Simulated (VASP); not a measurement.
Input of a VASP 6.6.1 run:

File INCAR:

```
PREC = Accurate
ENCUT = 520
EDIFF = 1E-7
ISMEAR = 0
SIGMA = 0.15
LREAL = F
LASPH = T
NELM = 150
ALGO = Normal
ISIF = 2
LWAVE = F
LCHARG = T
ISPIN = 2
MAGMOM = 1 1 0 0 0 0
LORBIT = 11
LMAXMIX = 4
GGA = PE
LELF = T
LVHAR = T
NBANDS = 38
```

Contents of KPOINTS:

```
regular mesh
0
Gamma
  3 3 3
```

Contents of POSCAR:

```
TiMoSe4
1.0
    0.0000000000      3.9095196534      3.9095196534
    3.9095196534      0.0000000000      3.9095196534
    3.9095196534      3.9095196534      0.0000000000
Ti Mo Se
1 1 4
Direct
    0.7500000000      0.7500000000      0.7500000000
    0.0000000000      0.0000000000      0.0000000000
    0.8749507019      0.3750164327      0.3750164327
    0.3750164327      0.3750164327      0.3750164327
    0.3750164327      0.8749507019      0.3750164327
    0.3750164327      0.3750164327      0.8749507019
```

Potentials or basis: VASP PAW PBE potentials, release 64 (Ti_sv, Mo_sv, Se).

Run with:

```console
$ cat potpaw_PBE.64/Ti_sv/POTCAR potpaw_PBE.64/Mo_sv/POTCAR potpaw_PBE.64/Se/POTCAR > POTCAR
$ mpirun -np 1 vasp_std > vasp.out
```

Q: Predict the site moments.

A: Ti -0.80; Mo +1.82; Se -0.00 μB.

Q: Estimate the pressure.

A: -0.4 GPa.

Q: Estimate the largest force.

A: 0.068 eV/Å.

Q: What does it give for the net moment?

A: 1.16 μB per cell.

Forces in eV/Å, atoms in the order of the input:
```
Ti   0.000  0.000  0.000
Mo   0.000  0.000  0.000
Se   0.039 -0.039 -0.039
Se   0.039  0.039  0.039
Se  -0.039  0.039 -0.039
Se  -0.039 -0.039  0.039
```

Caveat: the k points lie up to 0.46 Å⁻¹ apart.
